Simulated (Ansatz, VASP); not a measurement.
# One calculation of CuI, two programs

```
Cu I
1.0
     0.00000    3.05032    3.05032
     3.05032    0.00000    3.05032
     3.05032    3.05032    0.00000
Cu I
1 1
Direct
  0.25000 0.25000 0.25000
  0.00000 0.00000 0.00000
```

Alike in both runs: task relaxation of the atoms; functional r2SCAN; k mesh 8 × 8 × 8; occupations fermi-dirac, width 0.02 eV; no spin polarisation.

|  | VASP | Ansatz |
| --- | --- | --- |
| version | VASP 6.6.1 | Ansatz 0.2.0 |
| potentials or method | VASP PAW PBE potentials, release 64 (Cu, I), cutoff 520 eV | PAW plane waves |
| valence electrons in the cell | 18 | 36 |

Ansatz gave:

| Quantity | Value |
| --- | --- |
| gap on the k mesh at the Fermi level, each at its own relaxed structure (eV) | 1.55 |

**Question.** Estimate VASP's values.

**Answer.** gap on the k mesh at the Fermi level, each at its own relaxed structure (eV): 1.56.

VASP's potentials were made for PBE, not for r2SCAN. VASP's potentials hold 18 valence electrons a cell and Ansatz's 36, so a difference there can come from the potentials and not from the codes. Ansatz's warnings: stress scf threshold loose.

Neither program's run includes spin-orbit coupling. Noted on VASP's run: the relaxation stopped at its first step, so nothing moved.
